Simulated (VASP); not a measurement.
# Ga2O3 (Cm) in VASP: further runs, part 2 of 4

VASP 6.6.1. Earlier steps stand in the parts before.

### Step 3. Single point, r2SCAN (atom 9 (O) moved -0.120 Å towards its neighbour atom 10 (O) at 2.811 Å)

Input file POSCAR:

```
Ga2O3
1.0
    6.1278415757     -1.5195305764      0.0025325578
    6.1278415757      1.5195305764      0.0025325578
   -1.3883852660      0.0000000000      5.6399772456
Ga O
4 6
Direct
    0.0905209738      0.0905209738      0.7947888382
    0.9094790262      0.9094790262      0.2052111618
    0.6587278752      0.6587278752      0.3144766576
    0.3412721248      0.3412721248      0.6855233424
    0.1642143310      0.1642143310      0.1091577328
    0.8357856690      0.8357856690      0.8908422672
    0.1733419983      0.1733419983      0.5635248269
    0.8266580017      0.8266580017      0.4364751731
    0.4959680156      0.4959680156      0.2354280008
    0.5037148571      0.5037148571      0.7437626390
```

Input file INCAR.step1:

```
SYSTEM = Ga2O3
PREC     = Accurate       ! precision mode
ENCUT    = 520            ! plane-wave cutoff, eV
ISMEAR   = 0              ! smearing method
SIGMA    = 0.05           ! smearing width, eV
LREAL    = .False.        ! projectors in reciprocal space
LASPH    = .True.         ! aspherical terms in the spheres
NELM     = 100            ! most SCF steps
NBANDS   = 55             ! bands
GGA      = PE             ! functional
ALGO     = Normal         ! electronic algorithm
EDIFF    = 1E-4           ! SCF threshold, eV
LWAVE    = .True.         ! write WAVECAR
LCHARG   = .False.        ! write CHGCAR
```

Input file INCAR.step2:

```
SYSTEM = Ga2O3
PREC     = Accurate       ! precision mode
ENCUT    = 520            ! plane-wave cutoff, eV
EDIFF    = 1E-6           ! SCF threshold, eV
ISMEAR   = 0              ! smearing method
SIGMA    = 0.05           ! smearing width, eV
LREAL    = .False.        ! projectors in reciprocal space
LASPH    = .True.         ! aspherical terms in the spheres
NELM     = 100            ! most SCF steps
ALGO     = Normal         ! electronic algorithm
ISIF     = 2              ! what is computed and relaxed
LWAVE    = .False.        ! write WAVECAR
LCHARG   = .True.         ! write CHGCAR
METAGGA  = R2SCAN         ! meta-GGA
LMIXTAU  = .True.       
LELF     = .True.         ! ELF
LVHAR    = .True.       
NBANDS   = 55             ! bands
ISTART   = 1
```

Input file KPOINTS:

```
regular mesh
0
Gamma
  8 8 4
  0 0 0
```

Potentials or basis: VASP PAW PBE potentials, release 64 (Ga_d, O).

The run is started by

```bash
> cat potpaw_PBE.64/Ga_d/POTCAR potpaw_PBE.64/O/POTCAR > POTCAR
> cp INCAR.step1 INCAR
> mpirun -np 1 vasp_std > vasp.out
> cp INCAR.step2 INCAR
> mpirun -np 1 vasp_std > vasp.out
```

OUTCAR:

```text
SYSTEM = Ga2O3
   PREC = Accurate
   ENCUT = 520
   EDIFF = 1E-6
   ISMEAR = 0
   LREAL = .False.
   LASPH = .True.
   NELM = 100
   ISIF = 2
   METAGGA = R2SCAN
   ISTART = 1

 ion  position               nearest neighbor table
   1  0.091  0.091  0.795-   5 1.83  10 1.84  10 1.84   7 1.87
   2  0.909  0.909  0.205-   6 1.83   9 1.84   9 1.84   8 1.87
   3  0.659  0.659  0.314-   9 1.94   5 1.94   5 1.94   8 2.01   7 2.08   7 2.08
   4  0.341  0.341  0.686-  10 1.94   6 1.94   6 1.94   7 2.01   8 2.08   8 2.08
   5  0.164  0.164  0.109-   1 1.83   3 1.94   3 1.94
   6  0.836  0.836  0.891-   2 1.83   4 1.94   4 1.94
   7  0.173  0.173  0.564-   1 1.87   4 2.01   3 2.08   3 2.08
   8  0.827  0.827  0.436-   2 1.87   3 2.01   4 2.08   4 2.08
   9  0.496  0.496  0.235-   2 1.84   2 1.84   3 1.94
  10  0.504  0.504  0.744-   1 1.84   1 1.84   4 1.94

  LATTYP: Found a base centered monoclinic cell.
 ALAT       =    12.2556841981
 B/A-ratio  =     0.2479715619
 C/A-ratio  =     0.4739313001
 COS(beta)  =    -0.2386312219

  Lattice vectors:

 A1 = (   6.1278415757,  -1.5195305764,   0.0025325578)
 A2 = (   6.1278415757,   1.5195305764,   0.0025325578)
 A3 = (  -1.3883852660,   0.0000000000,   5.6399772456)

Analysis of symmetry for initial positions (statically):
=====================================================================
 Subroutine PRICEL returns:
 Original cell was already a primitive cell.

 Routine SETGRP: Setting up the symmetry group for a
 base centered monoclinic supercell.

 Subroutine GETGRP returns: Found  2 space group operations
 (whereof  2 operations were pure point group operations)
 out of a pool of  4 trial point group operations.

The static configuration has the point symmetry C_1h.

Analysis of symmetry for dynamics (positions and initial velocities):
=====================================================================
 Subroutine PRICEL returns:
 Original cell was already a primitive cell.

 Routine SETGRP: Setting up the symmetry group for a
 base centered monoclinic supercell.

 Subroutine GETGRP returns: Found  2 space group operations
 (whereof  2 operations were pure point group operations)
 out of a pool of  4 trial point group operations.

The dynamic configuration has the point symmetry C_1h.

 Subroutine INISYM returns: Found  2 space group operations
 (whereof  2 operations are pure point group operations),
 and found     1 'primitive' translations

----------------------------------------------------------------------------------------

                                     Primitive cell

  volume of cell :     105.0433

  direct lattice vectors                    reciprocal lattice vectors
     6.127841576 -1.519530576  0.002532558     0.081586498 -0.329048989  0.020084034
     6.127841576  1.519530576  0.002532558     0.081586498  0.329048989  0.020084034
    -1.388385266  0.000000000  5.639977246    -0.000073271  0.000000000  0.177287643

  length of vectors
     6.313431869  6.313431869  5.808352346     0.339607070  0.339607070  0.177287658

  position of ions in fractional coordinates (direct lattice)
     0.090520974  0.090520974  0.794788838
     0.909479026  0.909479026  0.205211162
     0.658727875  0.658727875  0.314476658
     0.341272125  0.341272125  0.685523342
     0.164214331  0.164214331  0.109157733
[... 40 lines left out ...]
 Subroutine IBZKPT returns following result:
 ===========================================

 Found     78 irreducible k-points:

 Following reciprocal coordinates:
            Coordinates               Weight
  0.000000  0.000000  0.000000      1.000000
  0.125000  0.000000  0.000000      4.000000
  0.250000  0.000000  0.000000      4.000000
  0.375000  0.000000  0.000000      4.000000
  0.500000  0.000000  0.000000      2.000000
  0.125000  0.125000  0.000000      2.000000
[... 16 lines left out ...]
  0.125000  0.000000  0.250000      4.000000
  0.250000  0.000000  0.250000      4.000000
 [... further k-points ...]
   k-points           NKPTS =     78   k-points in BZ     NKDIM =     78   number of bands    NBANDS=     55
   number of dos      NEDOS =    301   number of ions     NIONS =     10
   total plane-waves  NPLWV = 110592
   dimension x,y,z NGX =    48 NGY =   48 NGZ =   48
   dimension x,y,z NGXF=    96 NGYF=   96 NGZF=   96
   ions per type =               4   6
   NGX,Y,Z   is equivalent  to a cutoff of  12.64, 12.64, 13.74 a.u.
   NGXF,Y,Z  is equivalent  to a cutoff of  25.28, 25.28, 27.48 a.u.
 SYSTEM =  Ga2O3
   PREC   = accura    normal or accurate (medium, high low for compatibility)
   ISTART =      1    job   : 0-new  1-cont  2-samecut
   ICHARG =      0    charge: 1-file 2-atom 10-const
   ISPIN  =      1    spin polarized calculation?
   LNONCOLLINEAR =      F non collinear calculations
   LSORBIT =      F    spin-orbit coupling
   LASPH  =      T    aspherical Exc in radial PAW
   ENCUT  =  520.0 eV  38.22 Ry    6.18 a.u.  11.74 11.74 10.80*2*pi/ulx,y,z
   NELM   =    100;   NELMIN=  2; NELMDL=  0     # of ELM steps
   EDIFF  = 0.1E-05   stopping-criterion for ELM
   LREAL  =      F    real-space projection
[... 7 lines left out ...]
   TEBEG  =    0.0;   TEEND  =   0.0 temperature during run
   PSTRESS=    0.0 pullay stress
   NELECT =      88.0000    total number of electrons
   NUPDOWN=      -1.0000    fix difference up-down
   EMIN   =  10.00;   EMAX   =-10.00  energy-range for DOS
   EFERMI =   0.00;   METHOD = LEGACY
   ISMEAR =     0;   SIGMA  =   0.05  broadening in eV -4-tet -1-fermi 0-gaus
   EFERMI_NEDOS =   21; number of points for ismear=-14 and -15
   IALGO  =     38    algorithm
   IMIX   =      4    mixing-type and parameters
     AMIX     =   0.40;   BMIX     =  1.00
     AMIX_MAG =   1.60;   BMIX_MAG =  1.00
  volume/ion in A,a.u.               =      10.50        70.89
  Fermi-wavevector in a.u.,A,eV,Ry     =   1.543285  2.916386 32.405398  2.381730
  Thomas-Fermi vector in A             =   2.648970
   LORBIT       =      0    0 simple, 1 ext, 2 COOP (PROOUT), +10 PAW based schemes
   METAGGA = R2SCAN    functional components
   LHFCALC =     F    Hartree Fock is set to
   AEXX    =    0.0000 exact exchange contribution
   IVDW    =     0    specifies the selected vdW correction
   LEPSILON=     F    determine dielectric tensor
   LRPA    =     F    only Hartree local field effects (RPA)
 non-spin polarized calculation
 Gauss-broadening in eV      SIGMA  =   0.05
  energy-cutoff  :      520.00
  volume of cell :      105.04
 maximum number of plane-waves:      2850
   NGX = 23   NGY = 23   NGZ = 21

 number of electron      88.0000018 magnetization

 Free energy of the ion-electron system (eV)
  ---------------------------------------------------
  ext. energy  EPLUGINS =         0.00000000
  ---------------------------------------------------
  free energy    TOTEN  =      -102.40281679 eV

  energy without entropy =     -102.40281679  energy(sigma->0) =     -102.40281679

 E-fermi :   3.6167     XC(G=0): -12.5134

 val. band max:        3.4024785516   @ k =   0.5000   0.3750   0.5000
 cond. band min:       6.4035276844   @ k =   0.0000   0.0000   0.0000
 fundamental gap:      3.0010491328
 Fermi energy:         3.6166830710

 k-point     1 :       0.0000    0.0000    0.0000
  band No.  band energies     occupation
      1     -16.4404      2.00000
      2     -15.3015      2.00000
      3     -15.2823      2.00000
      4     -15.1419      2.00000
      5     -14.6675      2.00000
      6     -14.6096      2.00000
[... 1381 lines left out ...]
     54      15.0055      0.00000
     55      16.4954      0.00000

 [... further k-points ...]
[... 5 lines left out ...]
  --------------------------------------------------------------------------------------
  -------------------------------------------------------------------------------------
  Total        1.3171894      1.3912920      1.0971978      0.0000000      0.0000000      0.2154511
  in kB       20.0904802     21.2207320     16.7350499      0.0000000      0.0000000      3.2861761
  external PRESSURE =      19.3487540 kB  Pullay stress =       0.0000000 kB

 VOLUME and BASIS-vectors are now :
 -----------------------------------------------------------------------------
  energy-cutoff  :      520.00
  volume of cell :      105.04
      direct lattice vectors                 reciprocal lattice vectors
     6.127841576 -1.519530576  0.002532558     0.081586498 -0.329048989  0.020084034
     6.127841576  1.519530576  0.002532558     0.081586498  0.329048989  0.020084034
    -1.388385266  0.000000000  5.639977246    -0.000073271  0.000000000  0.177287643

 POSITION                                       TOTAL-FORCE (eV/Angst)
 -----------------------------------------------------------------------------------
      0.00592      0.00000      4.48305         0.004248      0.000000      0.158154
     10.86137      0.00000      1.16199        -0.036147      0.000000     -0.158118
      7.63655      0.00000      1.77698         0.000083      0.000000     -0.106759
      3.23075      0.00000      3.86806         0.003933      0.000000      0.148588
      1.86101      0.00000      0.61648         0.187765      0.000000      0.036481
      9.00629      0.00000      5.02856        -0.169910      0.000000     -0.234841
      1.34204      0.00000      3.17915        -0.066369      0.000000     -0.164402
      9.52526      0.00000      2.46590         0.126563      0.000000      0.016969
      5.75156      0.00000      1.33032        -0.054252      0.000000      0.637870
      5.14074      0.00000      4.19736         0.004086      0.000000     -0.333942
 -----------------------------------------------------------------------------------
    total drift:                                0.001196     -0.000000     -0.000453

  FREE ENERGIE OF THE ION-ELECTRON SYSTEM (eV)
  ---------------------------------------------------
  free  energy   TOTEN  =      -102.4028167942 eV

  energy  without entropy=     -102.4028167942  energy(sigma->0) =     -102.40281679
```

Run time: 31 min. Hardware: 1 thread of Intel Xeon Platinum 8488C (Sapphire Rapids), shared host; peak memory 0.56 GiB.

Results:

* Free energy: -102.4028 eV
* Pressure: 1.9 GPa
* Largest force: 0.640 eV/Å
* Band gap on the k mesh: 3.00 eV (least direct gap 3.06 eV)

Forces on the atoms (eV/Å):
```
Ga   0.004  0.000  0.158
Ga  -0.036  0.000 -0.158
Ga   0.000  0.000 -0.107
Ga   0.004  0.000  0.149
O    0.188  0.000  0.036
O   -0.170  0.000 -0.235
O   -0.066  0.000 -0.164
O    0.127  0.000  0.017
O   -0.054  0.000  0.638
O    0.004  0.000 -0.334
```

Levels at points of the mesh, in eV from the valence-band top:
```csv
k point,band 40,band 41,band 42,band 43,band 44,band 45,band 46,band 47,band 48,band 49
"(0.00, 0.00, 0.00)",-0.71,-0.65,-0.47,-0.21,-0.06,3.00,6.41,7.38,7.50,8.53
"(0.50, 0.00, 0.00)",-1.27,-0.76,-0.69,-0.42,-0.18,6.33,7.28,7.93,8.22,8.76
"(0.50, 0.50, 0.00)",-1.04,-0.69,-0.61,-0.39,-0.20,5.15,5.42,6.48,7.35,8.73
"(0.00, 0.00, 0.50)",-1.36,-0.75,-0.69,-0.43,-0.21,5.34,5.55,7.57,7.90,8.48
"(0.50, 0.00, 0.50)",-1.27,-1.12,-1.01,-0.72,-0.64,7.61,7.63,8.58,8.67,9.26
"(0.50, 0.50, 0.50)",-0.69,-0.59,-0.58,-0.53,-0.04,5.88,5.94,6.78,7.35,7.68
```

Caveat: the cell differs from its parent crystal (atom 9 (O) moved -0.120 Å towards its neighbour atom 10 (O) at 2.811 Å); the PAW data sets were made with another functional, which shifts forces and pressure a little. A k mesh can miss the band edges.

(Part 2 of 4 ends here.)
